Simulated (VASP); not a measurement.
# MnO2 (P4_2/mnm) in VASP: notebook

Runs on MnO2. Level: PBE. Tasks: single point, relaxation of cell and atoms.

Program: VASP 6.6.1. These are calculated values, not measurements. Logs are shortened: lines on timing, memory, paths and dates and some standing lists are left out, and cuts for length are marked.

### 1 The cell of the first run

The structure is tetragonal, space group P4_2/mnm (No. 136). The conventional cell has a = 4.448 Å, b = 4.448 Å, c = 2.876 Å, α = 90.00°, β = 90.00°, γ = 90.00°. Mn (site symmetry mmm) has 6 O at 1.89 to 1.92 Å within 2.5 Å. O (site symmetry m2m) has 3 Mn at 1.89 to 1.92 Å and 1 O at 2.45 Å within 2.5 Å.

### 2 Single point, PBE, collinear spin, ferromagnetic start

Input file INCAR:

```
ALGO = Normal
EDIFF = 1E-6
ENCUT = 600
GGA = PE
GGA_COMPAT = False
ISIF = 2
ISMEAR = 0
ISPIN = 2
LASPH = True
LCHARG = False
LMAXMIX = 4
LORBIT = 11
LREAL = False
LWAVE = False
MAGMOM = 2.61 2.61 0.11 0.11 0.11 0.11
NBANDS = 38
NELM = 200
PREC = Accurate
SIGMA = 0.1
```

Input file KPOINTS:

```
k-points
0
Gamma
  4 4 6
```

Input file POSCAR:

```
MnO2
1.0
    4.4484435756      0.0000000000      0.0000000000
    0.0000000000      4.4484435756      0.0000000000
    0.0000000000      0.0000000000      2.8763279544
Mn O
2 4
Direct
    0.0000000000      0.0000000000      0.0000000000
    0.5000000000      0.5000000000      0.5000000000
    0.3053976409      0.3053976409      0.0000000000
    0.1946023591      0.8053976409      0.5000000000
    0.6946023591      0.6946023591      0.0000000000
    0.8053976409      0.1946023591      0.5000000000
```

Potentials or basis: VASP PAW PBE potentials, release 64 (Mn_pv, O).

Launch:

```bash
$ cat potpaw_PBE.64/Mn_pv/POTCAR potpaw_PBE.64/O/POTCAR > POTCAR
$ mpirun -np 1 vasp_std > vasp.out
```

OUTCAR:

```text
EDIFF = 1E-6
   ENCUT = 600
   GGA = PE
   ISIF = 2
   ISMEAR = 0
   ISPIN = 2
   LASPH = True
   LORBIT = 11
   LREAL = False
   NELM = 200
   PREC = Accurate

 ion  position               nearest neighbor table
   1  0.000  0.000  0.000-   4 1.89   6 1.89   4 1.89   6 1.89   5 1.92   3 1.92
   2  0.500  0.500  0.500-   3 1.89   5 1.89   3 1.89   5 1.89   4 1.92   6 1.92
   3  0.305  0.305  0.000-   2 1.89   2 1.89   1 1.92
   4  0.195  0.805  0.500-   1 1.89   1 1.89   2 1.92
   5  0.695  0.695  0.000-   2 1.89   2 1.89   1 1.92
   6  0.805  0.195  0.500-   1 1.89   1 1.89   2 1.92

  LATTYP: Found a simple tetragonal cell.
 ALAT       =     4.4484435756
 C/A-ratio  =     0.6465919834

  Lattice vectors:

 A1 = (   4.4484435756,   0.0000000000,   0.0000000000)
 A2 = (   0.0000000000,   4.4484435756,   0.0000000000)
 A3 = (   0.0000000000,   0.0000000000,   2.8763279544)

Analysis of symmetry for initial positions (statically):
=====================================================================
 Subroutine PRICEL returns:
 Original cell was already a primitive cell.

 Routine SETGRP: Setting up the symmetry group for a
 simple tetragonal supercell.

 Subroutine GETGRP returns: Found 16 space group operations
 (whereof  8 operations were pure point group operations)
 out of a pool of 16 trial point group operations.

The static configuration has the point symmetry D_2h.
 The point group associated with its full space group is D_4h.

Analysis of symmetry for dynamics (positions and initial velocities):
=====================================================================
 Subroutine PRICEL returns:
 Original cell was already a primitive cell.

 Routine SETGRP: Setting up the symmetry group for a
 simple tetragonal supercell.

 Subroutine GETGRP returns: Found 16 space group operations
 (whereof  8 operations were pure point group operations)
 out of a pool of 16 trial point group operations.

The dynamic configuration has the point symmetry D_2h.
 The point group associated with its full space group is D_4h.

Analysis of structural, dynamic, and magnetic symmetry:
=====================================================================
 Subroutine PRICEL returns:
 Original cell was already a primitive cell.

 Routine SETGRP: Setting up the symmetry group for a
 simple tetragonal supercell.

 Subroutine GETGRP returns: Found 16 space group operations
 (whereof  8 operations were pure point group operations)
 out of a pool of 16 trial point group operations.

The overall configuration has the point symmetry D_2h.
 The point group associated with its full space group is D_4h.

 Subroutine INISYM returns: Found 16 space group operations
 (whereof  8 operations are pure point group operations),
 and found     1 'primitive' translations

----------------------------------------------------------------------------------------

                                     Primitive cell

  volume of cell :      56.9186

  direct lattice vectors                    reciprocal lattice vectors
     4.448443576  0.000000000  0.000000000     0.224797726  0.000000000  0.000000000
     0.000000000  4.448443576  0.000000000     0.000000000  0.224797726  0.000000000
     0.000000000  0.000000000  2.876327954     0.000000000  0.000000000  0.347665501

  length of vectors
     4.448443576  4.448443576  2.876327954     0.224797726  0.224797726  0.347665501

  position of ions in fractional coordinates (direct lattice)
     0.000000000  0.000000000  0.000000000
     0.500000000  0.500000000  0.500000000
     0.305397641  0.305397641  0.000000000
     0.194602359  0.805397641  0.500000000
     0.694602359  0.694602359  0.000000000
     0.805397641  0.194602359  0.500000000

  ion indices of the primitive-cell ions
   primitive index   ion index
                 1           1
                 2           2
                 3           3
                 4           4
                 5           5
                 6           6

----------------------------------------------------------------------------------------

 KPOINTS: k-points

Automatic generation of k-mesh.
 Grid dimensions read from file:
 generate k-points for:    4    4    6

 Generating k-lattice:

  Cartesian coordinates                     Fractional coordinates (reciprocal lattice)
     0.056199431  0.000000000  0.000000000     0.250000000  0.000000000  0.000000000
     0.000000000  0.056199431  0.000000000     0.000000000  0.250000000  0.000000000
     0.000000000  0.000000000  0.057944250     0.000000000  0.000000000  0.166666667

  Length of vectors
     0.056199431  0.056199431  0.057944250

  Shift w.r.t. Gamma in fractional coordinates (k-lattice)
     0.000000000  0.000000000  0.000000000

 Subroutine IBZKPT returns following result:
 ===========================================

 Found     24 irreducible k-points:

 Following reciprocal coordinates:
            Coordinates               Weight
  0.000000  0.000000  0.000000      1.000000
  0.250000  0.000000  0.000000      4.000000
  0.500000  0.000000  0.000000      2.000000
  0.250000  0.250000  0.000000      4.000000
  0.500000  0.250000  0.000000      4.000000
  0.500000  0.500000  0.000000      1.000000
[... 16 lines left out ...]
  0.500000  0.250000  0.500000      4.000000
  0.500000  0.500000  0.500000      1.000000
   k-points           NKPTS =     24   k-points in BZ     NKDIM =     24   number of bands    NBANDS=     38
   number of dos      NEDOS =    301   number of ions     NIONS =      6
   total plane-waves  NPLWV =  31104
   dimension x,y,z NGX =    36 NGY =   36 NGZ =   24
   dimension x,y,z NGXF=    72 NGYF=   72 NGZF=   48
   ions per type =               2   4
   NGX,Y,Z   is equivalent  to a cutoff of  13.45, 13.45, 13.87 a.u.
   NGXF,Y,Z  is equivalent  to a cutoff of  26.91, 26.91, 27.74 a.u.
 SYSTEM =  unknown system
   PREC   = accura    normal or accurate (medium, high low for compatibility)
   ISTART =      0    job   : 0-new  1-cont  2-samecut
   ICHARG =      2    charge: 1-file 2-atom 10-const
   ISPIN  =      2    spin polarized calculation?
   LNONCOLLINEAR =      F non collinear calculations
   LSORBIT =      F    spin-orbit coupling
   LASPH  =      T    aspherical Exc in radial PAW
   ENCUT  =  600.0 eV  44.10 Ry    6.64 a.u.   8.88  8.88  5.74*2*pi/ulx,y,z
   NELM   =    200;   NELMIN=  2; NELMDL= -5     # of ELM steps
   EDIFF  = 0.1E-05   stopping-criterion for ELM
   LREAL  =      F    real-space projection
   EDIFFG = 0.1E-04   stopping-criterion for IOM
   NSW    =      0    number of steps for IOM
   IBRION =     -1    ionic relax: 0-MD 1-quasi-New 2-CG
   NFREE  =      0    steps in history (QN), initial steepest desc. (CG)
   ISIF   =      2    stress and relaxation
   ISYM   =      2    0-nonsym 1-usesym 2-fastsym
   POTIM  = 0.5000    time-step for ionic-motion
   TEBEG  =    0.0;   TEEND  =   0.0 temperature during run
   PSTRESS=    0.0 pullay stress
   NELECT =      50.0000    total number of electrons
   NUPDOWN=      -1.0000    fix difference up-down
   EMIN   =  10.00;   EMAX   =-10.00  energy-range for DOS
   EFERMI =   0.00;   METHOD = LEGACY
   ISMEAR =     0;   SIGMA  =   0.10  broadening in eV -4-tet -1-fermi 0-gaus
   EFERMI_NEDOS =   21; number of points for ismear=-14 and -15
   IALGO  =     38    algorithm
   IMIX   =      4    mixing-type and parameters
     AMIX     =   0.40;   BMIX     =  1.00
     AMIX_MAG =   1.60;   BMIX_MAG =  1.00
  volume/ion in A,a.u.               =       9.49        64.02
  Fermi-wavevector in a.u.,A,eV,Ry     =   1.567882  2.962867 33.446565  2.458253
  Thomas-Fermi vector in A             =   2.669996
   LORBIT       =     11    0 simple, 1 ext, 2 COOP (PROOUT), +10 PAW based schemes
   GGA     = PE    functional components
   LHFCALC =     F    Hartree Fock is set to
   AEXX    =    0.0000 exact exchange contribution
   IVDW    =     0    specifies the selected vdW correction
   LEPSILON=     F    determine dielectric tensor
   LRPA    =     F    only Hartree local field effects (RPA)
 spin polarized calculation
 Gauss-broadening in eV      SIGMA  =   0.10
  energy-cutoff  :      600.00
  volume of cell :       56.92
 maximum number of plane-waves:      1928
 NGX is ok and might be reduce to    36
   NGX = 17   NGY = 17   NGZ = 11

 number of electron      49.9999986 magnetization       5.9968417

 Free energy of the ion-electron system (eV)
  ---------------------------------------------------
  ext. energy  EPLUGINS =         0.00000000
  ---------------------------------------------------
  free energy    TOTEN  =       -47.73043934 eV

  energy without entropy =      -47.72811387  energy(sigma->0) =      -47.72927660

 E-fermi :   5.1252     XC(G=0): -11.8774

 val. band max:        5.0520924456   @ k =   0.2500   0.2500   0.5000
 cond. band min:       5.2351239622   @ k =   0.2500   0.2500   0.5000
 fundamental gap:      0.1830315165
 Fermi energy:         5.1251826105

 spin component 1

 k-point     1 :       0.0000    0.0000    0.0000
  band No.  band energies     occupation
      1     -45.6547      1.00000
      2     -45.6481      1.00000
      3     -45.5930      1.00000
      4     -45.5930      1.00000
      5     -45.5043      1.00000
      6     -45.5043      1.00000
[... 29 lines left out ...]
     36      18.6277      0.00000
     37      19.6567      0.00000

 k-point     2 :       0.2500    0.0000    0.0000
  band No.  band energies     occupation
      1     -45.6537      1.00000
      2     -45.6491      1.00000
      3     -45.5923      1.00000
      4     -45.5923      1.00000
      5     -45.5052      1.00000
      6     -45.5051      1.00000
[... 29 lines left out ...]
     36      18.4476      0.00000
     37      19.7302      0.00000
[... 838 lines left out ...]
     36      18.4220      0.00000
     37      20.2060      0.00000

 k-point    24 :       0.5000    0.5000    0.5000
  band No.  band energies     occupation
      1     -45.7553      1.00000
      2     -45.7553      1.00000
      3     -45.5755      1.00000
      4     -45.5755      1.00000
      5     -45.4984      1.00000
      6     -45.4984      1.00000
[... 29 lines left out ...]
     36      17.8895      0.00000
     37      19.9356      0.00000
 Fermi energy:         5.1251826105

 spin component 2

 k-point     1 :       0.0000    0.0000    0.0000
  band No.  band energies     occupation
      1     -42.6678      1.00000
      2     -42.6596      1.00000
      3     -42.6062      1.00000
      4     -42.6062      1.00000
      5     -42.5002      1.00000
      6     -42.5002      1.00000
[... 29 lines left out ...]
     36      19.5566      0.00000
     37      20.0769      0.00000

 k-point     2 :       0.2500    0.0000    0.0000
  band No.  band energies     occupation
      1     -42.6666      1.00000
      2     -42.6608      1.00000
      3     -42.6053      1.00000
      4     -42.6053      1.00000
      5     -42.5013      1.00000
      6     -42.5013      1.00000
[... 29 lines left out ...]
     36      19.2639      0.00000
     37      20.1728      0.00000
[... 838 lines left out ...]
     36      18.9414      0.00000
     37      20.8185      0.00000

 k-point    24 :       0.5000    0.5000    0.5000
  band No.  band energies     occupation
      1     -42.7866      1.00000
      2     -42.7866      1.00000
      3     -42.5837      1.00000
      4     -42.5837      1.00000
      5     -42.4935      1.00000
      6     -42.4935      1.00000
[... 29 lines left out ...]
     36      18.6369      0.00000
     37      20.2845      0.00000
 [bands above 37 left out]

------------------------ aborting loop because EDIFF is reached ----------------------------------------

  FORCE on cell =-STRESS in cart. coord.  units (eV):
  Direction    XX          YY          ZZ          XY          YZ          ZX
  --------------------------------------------------------------------------------------
  -------------------------------------------------------------------------------------
  Total        0.2220379      0.2220379      0.3316364      0.0000000      0.0000000      0.0000000
  in kB        6.2500443      6.2500443      9.3350822      0.0000000      0.0000000      0.0000000
  external PRESSURE =       7.2783903 kB  Pullay stress =       0.0000000 kB

 VOLUME and BASIS-vectors are now :
 -----------------------------------------------------------------------------
  energy-cutoff  :      600.00
  volume of cell :       56.92
      direct lattice vectors                 reciprocal lattice vectors
     4.448443576  0.000000000  0.000000000     0.224797726  0.000000000  0.000000000
     0.000000000  4.448443576  0.000000000     0.000000000  0.224797726  0.000000000
     0.000000000  0.000000000  2.876327954     0.000000000  0.000000000  0.347665501

 POSITION                                       TOTAL-FORCE (eV/Angst)
 -----------------------------------------------------------------------------------
      0.00000      0.00000      0.00000         0.000000      0.000000     -0.000000
      2.22422      2.22422      1.43816         0.000000      0.000000     -0.000000
      1.35854      1.35854      0.00000        -0.017391     -0.017391      0.000000
      0.86568      3.58277      1.43816         0.017391     -0.017391     -0.000000
      3.08990      3.08990      0.00000         0.017391      0.017391     -0.000000
      3.58277      0.86568      1.43816        -0.017391      0.017391     -0.000000
 -----------------------------------------------------------------------------------
    total drift:                                0.000000      0.000000      0.000000

  FREE ENERGIE OF THE ION-ELECTRON SYSTEM (eV)
  ---------------------------------------------------
  free  energy   TOTEN  =       -47.7304393389 eV

  energy  without entropy=      -47.7281138708  energy(sigma->0) =      -47.72927660

 total charge

# of ion       s       p       d       tot
------------------------------------------
    1        0.344   6.448   4.877  11.669
    2        0.344   6.448   4.877  11.669
    3        1.565   3.455   0.000   5.020
    4        1.565   3.455   0.000   5.020
    5        1.565   3.455   0.000   5.020
    6        1.565   3.455   0.000   5.020
--------------------------------------------------
tot          6.948  26.714   9.753  43.416

 magnetization (x)

# of ion       s       p       d       tot
------------------------------------------
    1        0.017   0.028   2.664   2.710
    2        0.017   0.028   2.664   2.710
    3        0.001   0.089   0.000   0.090
    4        0.001   0.089   0.000   0.090
    5        0.001   0.089   0.000   0.090
    6        0.001   0.089   0.000   0.090
--------------------------------------------------
tot          0.038   0.413   5.329   5.781
```

Run time: 43 s. Hardware: 1 thread of Intel Xeon 6975P-C (Granite Rapids), shared host; peak memory 0.25 GiB.

What came out:

```yaml
Free_energy: -47.7304 eV
Pressure: 0.7 GPa
Largest_force: 0.025 eV/Å
Band_gap_on_the_k_mesh: zero (filled and empty bands overlap)
Net_moment: 6.00 μB per cell
Site_moments: Mn +2.71; O +0.09 μB
Valence_electrons_inside_the_program's_atomic_spheres: Mn 11.67; O 5.02
```

Forces on the atoms (eV/Å):
```
Mn   0.000  0.000  0.000
Mn   0.000  0.000  0.000
O   -0.017 -0.017  0.000
O    0.017 -0.017  0.000
O    0.017  0.017  0.000
O   -0.017  0.017  0.000
```

Stress tensor (GPa, compression positive):
```
0.63 0.00 0.00
0.00 0.63 0.00
0.00 0.00 0.93
```

Caveat: the k points lie up to 0.36 Å⁻¹ apart; semilocal functionals often make such compounds metallic where correlation or magnetic order opens a gap, which also shifts bond lengths; only a ferromagnetic start was run, and an antiferromagnetic order may lie lower in energy. With open d or f shells a metallic result of PBE can be an artefact of self-interaction; +U or a hybrid may open a gap.

[end of part 1 of 2]
